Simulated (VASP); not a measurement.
# Mg2B3 (Pm-3m) in VASP: single point with PBE

Aim: the single point of Mg2B3 with PBE.

Everything below comes from runs of VASP 6.6.1. Logs are shortened: lines on timing, memory, paths and dates and some standing lists are left out, and cuts for length are marked.

### 1 The cell of the first run

Symmetry: Pm-3m, No. 221, cubic system. The conventional cell has a = 4.292 Å, b = 4.292 Å, c = 4.292 Å, α = 90.00°, β = 90.00°, γ = 90.00°. Within 2.8 Å of Mg (site symmetry m-3m) lie 6 B at 2.15 Å. Within 4.0 Å of Mg (site symmetry m-3m) lie 12 B at 3.03 Å and 8 Mg at 3.72 Å. Within 2.8 Å of B (site symmetry 4/mmm) lie 2 Mg at 2.15 Å.

### 2 Single point, PBE

The input, POSCAR:

```
Mg2B3
1.0
    4.2916878291      0.0000000000      0.0000000000
    0.0000000000      4.2916878291      0.0000000000
    0.0000000000      0.0000000000      4.2916878291
Mg B
2 3
Direct
    0.5000000000      0.5000000000      0.5000000000
    0.0000000000      0.0000000000      0.0000000000
    0.0000000000      0.5000000000      0.5000000000
    0.5000000000      0.0000000000      0.5000000000
    0.5000000000      0.5000000000      0.0000000000
```

The input, INCAR.step1:

```
PREC = Accurate
ENCUT = 520
EDIFF = 1E-6
ISMEAR = 0
SIGMA = 0.1
LREAL = F
LASPH = T
NELM = 80
ALGO = Normal
ISIF = 2
LWAVE = F
LCHARG = T
GGA = PE
NBANDS = 14
```

The input, KPOINTS.step1:

```
regular mesh
0
Gamma
  10 10 10
```

The input, INCAR.step2:

```
PREC = Accurate
ENCUT = 520
EDIFF = 1E-6
ISMEAR = -5
SIGMA = 0.1
LREAL = F
LASPH = T
NELM = 80
ALGO = Normal
ISIF = 2
LWAVE = F
LCHARG = F
GGA = PE
LORBIT = 11
NEDOS = 2001
ICHARG = 11
```

The input, KPOINTS.step2:

```
regular mesh
0
Gamma
  15 15 15
```

Potentials or basis: VASP PAW PBE potentials, release 64 (Mg, B).

Launch:

```bash
> cat potpaw_PBE.64/Mg/POTCAR potpaw_PBE.64/B/POTCAR > POTCAR
> cp INCAR.step1 INCAR
> cp KPOINTS.step1 KPOINTS
> mpirun -np 1 vasp_std > vasp.out
> cp INCAR.step2 INCAR
> cp KPOINTS.step2 KPOINTS
> mpirun -np 1 vasp_std > vasp.out
```

OUTCAR:

```text
PREC = Accurate
   ENCUT = 520
   EDIFF = 1E-6
   ISMEAR = -5
   LREAL = F
   LASPH = T
   NELM = 80
   ISIF = 2
   GGA = PE
   LORBIT = 11
   ICHARG = 11

 ion  position               nearest neighbor table
   1  0.500  0.500  0.500-   3 2.15   4 2.15   5 2.15   5 2.15   4 2.15   3 2.15
   2  0.000  0.000  0.000-
   3  0.000  0.500  0.500-   1 2.15   1 2.15
   4  0.500  0.000  0.500-   1 2.15   1 2.15
   5  0.500  0.500  0.000-   1 2.15   1 2.15

  LATTYP: Found a simple cubic cell.
 ALAT       =     4.2916878291

  Lattice vectors:

 A1 = (   4.2916878291,   0.0000000000,   0.0000000000)
 A2 = (   0.0000000000,   4.2916878291,   0.0000000000)
 A3 = (   0.0000000000,   0.0000000000,   4.2916878291)

Analysis of symmetry for initial positions (statically):
=====================================================================
 Subroutine PRICEL returns:
 Original cell was already a primitive cell.

 Routine SETGRP: Setting up the symmetry group for a
 simple cubic supercell.

 Subroutine GETGRP returns: Found 48 space group operations
 (whereof 48 operations were pure point group operations)
 out of a pool of 48 trial point group operations.

The static configuration has the point symmetry O_h .

Analysis of symmetry for dynamics (positions and initial velocities):
=====================================================================
 Subroutine PRICEL returns:
 Original cell was already a primitive cell.

 Routine SETGRP: Setting up the symmetry group for a
 simple cubic supercell.

 Subroutine GETGRP returns: Found 48 space group operations
 (whereof 48 operations were pure point group operations)
 out of a pool of 48 trial point group operations.

The dynamic configuration has the point symmetry O_h .

 Subroutine INISYM returns: Found 48 space group operations
 (whereof 48 operations are pure point group operations),
 and found     1 'primitive' translations

----------------------------------------------------------------------------------------

                                     Primitive cell

  volume of cell :      79.0468

  direct lattice vectors                    reciprocal lattice vectors
     4.291687829  0.000000000  0.000000000     0.233008560  0.000000000  0.000000000
     0.000000000  4.291687829  0.000000000     0.000000000  0.233008560  0.000000000
     0.000000000  0.000000000  4.291687829     0.000000000  0.000000000  0.233008560

  length of vectors
     4.291687829  4.291687829  4.291687829     0.233008560  0.233008560  0.233008560

  position of ions in fractional coordinates (direct lattice)
     0.500000000  0.500000000  0.500000000
     0.000000000  0.000000000  0.000000000
     0.000000000  0.500000000  0.500000000
     0.500000000  0.000000000  0.500000000
     0.500000000  0.500000000  0.000000000

  ion indices of the primitive-cell ions
   primitive index   ion index
                 1           1
                 2           2
                 3           3
                 4           4
                 5           5

----------------------------------------------------------------------------------------

 KPOINTS: regular mesh

Automatic generation of k-mesh.
 Grid dimensions read from file:
 generate k-points for:   15   15   15

 Generating k-lattice:

  Cartesian coordinates                     Fractional coordinates (reciprocal lattice)
     0.015533904  0.000000000  0.000000000     0.066666667  0.000000000  0.000000000
     0.000000000  0.015533904  0.000000000     0.000000000  0.066666667  0.000000000
     0.000000000  0.000000000  0.015533904     0.000000000  0.000000000  0.066666667

  Length of vectors
     0.015533904  0.015533904  0.015533904

  Shift w.r.t. Gamma in fractional coordinates (k-lattice)
     0.000000000  0.000000000  0.000000000

 TETIRR: Found   1667 inequivalent tetrahedra from    20250

 Subroutine IBZKPT returns following result:
 ===========================================

 Found    120 irreducible k-points:

 Following reciprocal coordinates:
            Coordinates               Weight
  0.000000  0.000000  0.000000      1.000000
  0.066667  0.000000  0.000000      6.000000
  0.133333  0.000000  0.000000      6.000000
  0.200000  0.000000  0.000000      6.000000
  0.266667  0.000000  0.000000      6.000000
  0.333333  0.000000  0.000000      6.000000
[... 16 lines left out ...]
  0.266667  0.200000  0.000000     24.000000
  0.333333  0.200000  0.000000     24.000000
 [... further k-points ...]
   k-points           NKPTS =    120   k-points in BZ     NKDIM =    120   number of bands    NBANDS=     10
   number of dos      NEDOS =   2001   number of ions     NIONS =      5
   total plane-waves  NPLWV =  32768
   dimension x,y,z NGX =    32 NGY =   32 NGZ =   32
   dimension x,y,z NGXF=    64 NGYF=   64 NGZF=   64
   ions per type =               2   3
   NGX,Y,Z   is equivalent  to a cutoff of  12.40, 12.40, 12.40 a.u.
   NGXF,Y,Z  is equivalent  to a cutoff of  24.79, 24.79, 24.79 a.u.
 SYSTEM =  unknown system
   PREC   = accura    normal or accurate (medium, high low for compatibility)
   ISTART =      0    job   : 0-new  1-cont  2-samecut
   ICHARG =     11    charge: 1-file 2-atom 10-const
   ISPIN  =      1    spin polarized calculation?
   LNONCOLLINEAR =      F non collinear calculations
   LSORBIT =      F    spin-orbit coupling
   LASPH  =      T    aspherical Exc in radial PAW
   ENCUT  =  520.0 eV  38.22 Ry    6.18 a.u.   7.98  7.98  7.98*2*pi/ulx,y,z
   NELM   =     80;   NELMIN=  2; NELMDL=  0     # of ELM steps
   EDIFF  = 0.1E-05   stopping-criterion for ELM
   LREAL  =      F    real-space projection
   EDIFFG = 0.1E-04   stopping-criterion for IOM
   NSW    =      0    number of steps for IOM
   IBRION =     -1    ionic relax: 0-MD 1-quasi-New 2-CG
   NFREE  =      0    steps in history (QN), initial steepest desc. (CG)
   ISIF   =      2    stress and relaxation
   ISYM   =      2    0-nonsym 1-usesym 2-fastsym
   POTIM  = 0.5000    time-step for ionic-motion
   TEBEG  =    0.0;   TEEND  =   0.0 temperature during run
   PSTRESS=    0.0 pullay stress
   NELECT =      13.0000    total number of electrons
   NUPDOWN=      -1.0000    fix difference up-down
   EMIN   =  10.00;   EMAX   =-10.00  energy-range for DOS
   EFERMI =   0.00;   METHOD = LEGACY
   ISMEAR =    -5;   SIGMA  =   0.10  broadening in eV -4-tet -1-fermi 0-gaus
   EFERMI_NEDOS =   21; number of points for ismear=-14 and -15
   IALGO  =     38    algorithm
   IMIX   =      4    mixing-type and parameters
     AMIX     =   0.40;   BMIX     =  1.00
     AMIX_MAG =   1.60;   BMIX_MAG =  1.00
  volume/ion in A,a.u.               =      15.81       106.69
  Fermi-wavevector in a.u.,A,eV,Ry     =   0.896935  1.694962 10.945793  0.804493
  Thomas-Fermi vector in A             =   2.019456
   LORBIT       =     11    0 simple, 1 ext, 2 COOP (PROOUT), +10 PAW based schemes
   GGA     = PE    functional components
   LHFCALC =     F    Hartree Fock is set to
   AEXX    =    0.0000 exact exchange contribution
   IVDW    =     0    specifies the selected vdW correction
   LEPSILON=     F    determine dielectric tensor
   LRPA    =     F    only Hartree local field effects (RPA)
 non-spin polarized calculation
 Fermi weights with tetrahedron method with Bloechl corrections
  energy-cutoff  :      520.00
  volume of cell :       79.05
 maximum number of plane-waves:      2176
 NGX is ok and might be reduce to    32

 number of electron      12.9999999 magnetization

 Free energy of the ion-electron system (eV)
  ---------------------------------------------------
  ext. energy  EPLUGINS =         0.00000000
  ---------------------------------------------------
  free energy    TOTEN  =       -13.49367510 eV

  energy without entropy =      -13.49367510  energy(sigma->0) =      -13.49367510

 E-fermi :   2.3252     XC(G=0):  -9.2100

 val. band max:        2.3963379645   @ k =   0.4667   0.0000   0.0000
 cond. band min:       2.2602888166   @ k =   0.2667   0.2000   0.0667
 fundamental gap:     -0.1360491479
 Fermi energy:         2.3251898867

 k-point     1 :       0.0000    0.0000    0.0000
  band No.  band energies     occupation
      1      -7.0532      2.00000
      2      -1.4339      2.00000
      3      -1.4339      2.00000
      4      -0.1573      2.00000
      5      -0.1573      2.00000
      6      -0.1573      2.00000
      7       3.8727      0.00000
      8       4.6887      0.00000
      9       4.6887      0.00000
     10       4.6888      0.00000

 k-point     2 :       0.0667    0.0000    0.0000
  band No.  band energies     occupation
      1      -7.0236      2.00000
      2      -1.6859      2.00000
      3      -1.4210      2.00000
      4      -0.1311      2.00000
      5      -0.1311      2.00000
      6       0.0558      2.00000
      7       3.9508      0.00000
      8       4.6069      0.00000
      9       4.6258      0.00000
     10       4.6259      0.00000
[... 274 lines left out ...]
 k-point    24 :       0.3333    0.2000    0.0000
  band No.  band energies     occupation
      1      -6.0845      2.00000
      2      -3.6931      2.00000
      3      -2.1966      2.00000
      4       0.3933      2.00000
      5       0.6709      2.00000
      6       1.4988      2.00000
      7       2.6103     -0.15604
      8       3.2785      0.00000
      9       3.7988      0.00000
     10       4.5712      0.00000

 [... further k-points ...]

------------------------ aborting loop because EDIFF is reached ----------------------------------------

  FORCE on cell =-STRESS in cart. coord.  units (eV):
  Direction    XX          YY          ZZ          XY          YZ          ZX
  --------------------------------------------------------------------------------------
  -------------------------------------------------------------------------------------
  Total        0.1516933      0.1516933      0.1516933     -0.0000000     -0.0000000      0.0000000
  in kB        3.0746286      3.0746286      3.0746286     -0.0000000     -0.0000000      0.0000000
  external PRESSURE =       3.0746286 kB  Pullay stress =       0.0000000 kB

 VOLUME and BASIS-vectors are now :
 -----------------------------------------------------------------------------
  energy-cutoff  :      520.00
  volume of cell :       79.05
      direct lattice vectors                 reciprocal lattice vectors
     4.291687829  0.000000000  0.000000000     0.233008560  0.000000000  0.000000000
     0.000000000  4.291687829  0.000000000     0.000000000  0.233008560  0.000000000
     0.000000000  0.000000000  4.291687829     0.000000000  0.000000000  0.233008560

 POSITION                                       TOTAL-FORCE (eV/Angst)
 -----------------------------------------------------------------------------------
      2.14584      2.14584      2.14584         0.000000      0.000000      0.000000
      0.00000      0.00000      0.00000         0.000000      0.000000      0.000000
      0.00000      2.14584      2.14584         0.000000      0.000000      0.000000
      2.14584      0.00000      2.14584         0.000000      0.000000      0.000000
      2.14584      2.14584      0.00000         0.000000      0.000000      0.000000
 -----------------------------------------------------------------------------------
    total drift:                                0.000000     -0.000000     -0.000000

  FREE ENERGIE OF THE ION-ELECTRON SYSTEM (eV)
  ---------------------------------------------------
  free  energy   TOTEN  =       -13.4936751024 eV

  energy  without entropy=      -13.4936751024  energy(sigma->0) =      -13.49367510

 total charge

# of ion       s       p       d       tot
------------------------------------------
    1        0.245   0.277   0.072   0.593
    2        0.141   0.073   0.014   0.227
    3        0.849   0.676   0.000   1.525
    4        0.849   0.676   0.000   1.525
    5        0.849   0.676   0.000   1.525
--------------------------------------------------
tot          2.932   2.377   0.086   5.394
```

Run time: 59 s. Hardware: 1 thread of Intel Xeon Platinum 8488C (Sapphire Rapids), shared host; peak memory 0.24 GiB.

Results:

| Item | Value |
| --- | --- |
| Valence electrons inside the program's atomic spheres | Mg 0.59, 0.23; B 1.52 |

Levels at points of the mesh, in eV from the Fermi level:
| k point | band 3 | band 4 | band 5 | band 6 | band 7 | band 8 | band 9 | band 10 |
| --- | --- | --- | --- | --- | --- | --- | --- | --- |
| (0.00, 0.00, 0.00) | -3.76 | -2.48 | -2.48 | -2.48 | 1.55 | 2.36 | 2.36 | 2.36 |
